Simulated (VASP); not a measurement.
S, 2 atoms in the cell. Symmetry: Fd-3m, No. 227, cubic system. Conventional cell: a = 5.087 Å, b = 5.087 Å, c = 5.087 Å, α = 90.00°, β = 90.00°, γ = 90.00°. S (site symmetry -43m) has 4 S at 2.20 Å within 2.9 Å. 

| Property | Result |
| --- | --- |
| Program | VASP 6.6.1 |
| Task | single point |
| Functional | PBEsol |
| Potentials or basis | VASP PAW PBE potentials, release 64 (S) |
| Cutoff | 520 eV |
| k mesh | 5 × 5 × 5 |
| Occupations | methfessel-paxton, width 0.02 eV |
| Spin | no spin polarisation |
| Dipole correction | no |
| Further INCAR settings | ALGO = Normal; EDIFF = 1e-07; NBANDS = 13 |

Potentials or basis: VASP PAW PBE potentials, release 64 (S).

Command:

```console
$ cat potpaw_PBE.64/S/POTCAR > POTCAR
$ mpirun -np 1 vasp_std > vasp.out
```

Hardware: 1 thread of Intel Xeon 6975P-C (shared host).

Estimate the wall time of this run.

Run time: 5.1 s on 1 thread of Intel Xeon 6975P-C, with other jobs on the host, peak memory 0.14 GiB. Counts: scf iterations 12, k points 10.
